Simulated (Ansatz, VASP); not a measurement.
## One calculation of BP, two programs

```
CELL_PARAMETERS angstrom
0.00000 2.26008 2.26008
2.26008 0.00000 2.26008
2.26008 2.26008 0.00000
ATOMIC_POSITIONS crystal
B 0.00000 0.00000 0.00000
P 0.75000 0.75000 0.75000
```

Alike in both runs: task single point; functional PBEsol; k mesh 6 × 6 × 6; occupations gaussian, width 0.02 eV; no spin polarisation.

|  | VASP | Ansatz |
| --- | --- | --- |
| version | VASP 6.6.1 | Ansatz 0.2.0 |
| potentials or method | VASP PAW PBE potentials, release 64 (B, P), cutoff 500 eV | scalar-relativistic, plane waves, PAW |
| valence electrons in the cell | 8 | 8 |

|  | VASP | Ansatz | Ansatz less VASP |
| --- | --- | --- | --- |
| gap on the k mesh at the Fermi level (eV) | 1.20 | 1.20 | +0.003 |
| least direct gap on the mesh (eV) | 3.37 | 3.38 | +0.006 |
| pressure (GPa) | 0.2 | 0.1 | -0.11 |

VASP's potentials were made for PBE, not for PBEsol, and Ansatz warns of the same on its side.
